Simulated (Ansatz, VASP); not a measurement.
**Mg2ZnS3 in VASP and in Ansatz**

```
Mg Zn S
1.0
     5.67514    0.00000    0.00000
    -2.83757    4.91482    0.00000
     0.00000    0.00000    4.05913
Mg Zn S
2 1 3
Direct
  0.33333 0.66667 0.00000
  0.66667 0.33333 0.00000
  0.00000 0.00000 0.00000
  0.50000 0.00000 0.50000
  0.00000 0.50000 0.50000
  0.50000 0.50000 0.50000
```

Change from the starting cell: species swapped into the NdGa2Pt3 type (P6/mmm, No. 191).

Alike in both runs: task relaxation of cell and atoms; functional PBE; k mesh 6 × 6 × 4; occupations gaussian, width 0.1 eV; no spin polarisation.

|  | VASP | Ansatz |
| --- | --- | --- |
| version | VASP 6.6.1 | Ansatz 0.2.0 |
| potentials or method | VASP PAW PBE potentials, release 64 (Mg, Zn, S), cutoff 600 eV | scalar-relativistic, plane waves, PAW |
| valence electrons in the cell | 34 | 50 |

VASP gave:

| Quantity | Value |
| --- | --- |
| gap on the k mesh at the Fermi level, each at its own relaxed structure (eV) | none |
| relaxed volume (Å³/atom) | 21.59 |
| relaxed cell length with the largest relative difference (Å) | 3.532 |

What did Ansatz give for the same quantities?

gap on the k mesh at the Fermi level, each at its own relaxed structure (eV): none; relaxed volume (Å³/atom): 21.57; relaxed cell length with the largest relative difference (Å): 3.537.

A gap of «none» marks a metal or a gap that the smearing closes. VASP's potentials hold 34 valence electrons a cell and Ansatz's 50, so a difference there can come from the potentials and not from the codes.

The k mesh is coarse, so the values compare programs but aren't converged.
